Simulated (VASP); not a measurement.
Wanted: the native input for a VASP 6.6.1 run.

```yaml
Task: single point
Functional: RPBE
Dispersion: D3(BJ)
Potentials_or_basis: VASP PAW PBE potentials, release 64 (Ni)
Cutoff: 520 eV
k_mesh: 13 × 13 × 13
Occupations: fermi-dirac, width 0.05 eV
Spin: collinear spin, ferromagnetic start
Starting_moments: "[1.0] μB"
Dipole_correction: no
Further_INCAR_settings: ALGO = Fast; EDIFF = 1e-07; NBANDS = 15
```

The structure of Ni lies in POSCAR:

```
Ni
1.0
   -1.3388621509      1.3388621509      1.3388621509
    1.3388621509     -1.3388621509      1.3388621509
    1.3388621509      1.3388621509     -1.3388621509
Ni
1
Direct
    0.0000000000      0.0000000000      0.0000000000
```

One way to write it, as run:

INCAR

```
SYSTEM = Ni
PREC = Accurate
ENCUT = 520
EDIFF = 1E-7
ISMEAR = -1
SIGMA = 0.05
LREAL = .False.
LASPH = .True.
NELM = 150
ALGO = Fast
ISIF = 2
LWAVE = .False.
LCHARG = .False.
ISPIN = 2
MAGMOM = 1
LORBIT = 11
LMAXMIX = 4
GGA = RP
IVDW = 12
NBANDS = 15
```

KPOINTS

```
regular mesh
0
Gamma
  13 13 13
  0 0 0
```

Potentials or basis: VASP PAW PBE potentials, release 64 (Ni).

Launch:

```bash
$ cat potpaw_PBE.64/Ni/POTCAR > POTCAR
$ mpirun -np 1 vasp_std > vasp.out
```

Results of the run:

```yaml
Pressure: -0.3 GPa
Net_moment: 0.29 μB per cell
Site_moments: Ni +0.29 μB
Valence_electrons_inside_the_program's_atomic_spheres: Ni 9.56
Dispersion_energy_per_atom: -2.604 eV
```

Caveat: the PAW data sets were made with another functional, which shifts forces and pressure a little; pairwise dispersion overbinds metals, which lowers pressure and volume.

Wall time 18 s on 1 thread of Intel(R) Xeon(R) 6975P-C (Granite Rapids) (shared host), peak memory 0.14 GiB.
